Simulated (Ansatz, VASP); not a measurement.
**Two plane-wave programs on TiC**

```xyz
12
Lattice="3.0846 0.0000 0.0000 -1.5423 2.6714 0.0000 0.0000 0.0000 14.8363" Properties=species:S:1:pos:R:3 pbc="T T T"
Ti    0.0000    0.0000    0.0000
Ti    0.0000    1.7809    2.4761
Ti    1.5423    0.8905    4.9421
Ti    0.0000    0.0000    7.4182
Ti    1.5423    0.8905    9.8943
Ti    0.0000    1.7809   12.3602
C     1.5423    0.8905    1.2472
C     0.0000    0.0000    3.7091
C     0.0000    1.7809    6.1710
C     0.0000    1.7809    8.6654
C     0.0000    0.0000   11.1273
C     1.5423    0.8905   13.5892
```

Alike in both runs: functional PBE; k mesh 12 × 12 × 3; occupations gaussian, width 0.1 eV; no spin polarisation.

Ansatz relaxed the structure, and its values are those at the end. VASP's run is a single point on that final structure, the one shown.

|  | VASP | Ansatz |
| --- | --- | --- |
| version | VASP 6.6.1 | Ansatz 0.2.0 |
| potentials or method | VASP PAW PBE potentials, release 64 (Ti_sv, C), cutoff 520 eV | scalar-relativistic, plane waves, PAW |
| valence electrons in the cell | 96 | 96 |

VASP gave:

```
gap on the k mesh at the Fermi level (eV) : none
pressure (GPa)                            : 0.2
```

Q: Which values does Ansatz return?

A: gap on the k mesh at the Fermi level (eV): none; pressure (GPa): 0.0.

A gap of «none» marks a metal or a gap that the smearing closes.
